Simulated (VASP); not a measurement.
Input of a VASP 6.6.1 run:

INCAR

```
SYSTEM = SnO2
PREC = Accurate
ENCUT = 520
EDIFF = 1E-8
ISMEAR = 0
SIGMA = 0.01
LREAL = .FALSE.
LASPH = .TRUE.
NELM = 100
ALGO = Normal
ISIF = 2
LWAVE = .FALSE.
LCHARG = .FALSE.
GGA = PE
LEPSILON = .TRUE.
```

File KPOINTS:

```
Automatic mesh
0
G
  4 4 6
  0 0 0
```

POSCAR

```
SnO2
1.0
    4.7604949050      0.0000000000      0.0000000000
    0.0000000000      4.7604949050      0.0000000000
    0.0000000000      0.0000000000      3.2001628095
Sn O
2 4
Direct
    0.0000000000      0.0000000000      0.0000000000
    0.5000000000      0.5000000000      0.5000000000
    0.3058809151      0.3058809151      0.0000000000
    0.1941190849      0.8058809151      0.5000000000
    0.6941190849      0.6941190849      0.0000000000
    0.8058809151      0.1941190849      0.5000000000
```

Potentials or basis: VASP PAW PBE potentials, release 64 (Sn_d, O).

Command:

```console
$ cat potpaw_PBE.64/Sn_d/POTCAR potpaw_PBE.64/O/POTCAR > POTCAR
$ mpirun -np 1 vasp_std > vasp.out
```

Question: Estimate the electronic dielectric tensor (diagonal).

Answer: 4.57, 4.57, 4.72.

Question: What does it give for the Born charges (mean of the diagonal)?

Answer: Sn +4.22; O -2.11 e.

Question: Estimate the band gap on the k mesh.

Answer: 1.09 eV, direct.

Electronic dielectric tensor:
```
4.57 0.00 0.00
0.00 4.57 0.00
0.00 0.00 4.72
```

Caveat: spin-orbit coupling is left out, which moves the levels of the heavy elements. PBE gaps usually lie below the measured ones, often by a third to a half.
